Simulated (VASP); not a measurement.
Wanted: the native input for a VASP 6.6.1 run.

- Task: single point
- Functional: PBEsol
- Potentials or basis: VASP PAW PBE potentials, release 64 (C)
- Cutoff: 520 eV
- k mesh: 18 × 14 × 1
- Occupations: fermi-dirac, width 0.02 eV
- Spin: no spin polarisation
- Dipole correction: yes
- Further INCAR settings: ALGO = Normal; EDIFF = 1e-07; NBANDS = 11

The structure of C lies in POSCAR:

```
C
1.0
    2.5129203383      0.0000000000      0.0000000000
    0.0000000000      3.5538060236      0.0000000000
    0.0000000000      0.0000000000     16.0000000000
C
2
Direct
    0.7500000000      0.1250000000      0.5000000000
    0.2500000000      0.8750000000      0.5000000000
```

One way to write it, as run:

INCAR

```
PREC = Accurate
ENCUT = 520
EDIFF = 1E-7
ISMEAR = -1
SIGMA = 0.02
LREAL = False
LASPH = True
NELM = 60
ALGO = Normal
ISIF = 2
LWAVE = False
LCHARG = False
LDIPOL = True
IDIPOL = 3
DIPOL = 0.5 0.5 0.500
GGA = PS
NBANDS = 11
```

KPOINTS

```
Automatic mesh
0
Gamma
  18 14 1
```

Potentials or basis: VASP PAW PBE potentials, release 64 (C).

Command:

```sh
$ cat potpaw_PBE.64/C/POTCAR > POTCAR
$ mpirun -np 1 vasp_std > vasp.out
```

It gave:

* Largest force: 8.697 eV/Å
* Band gap on the k mesh: zero (band 4 reaches -4.97 eV, above the bottom of band 5 at -5.23 eV)

Caveat: the PAW data sets were made with another functional, which shifts forces and pressure a little.

Wall time 77 s on 1 thread of AMD EPYC 9R45 96-Core Processor (Zen 5) (shared host), peak memory 0.26 GiB.
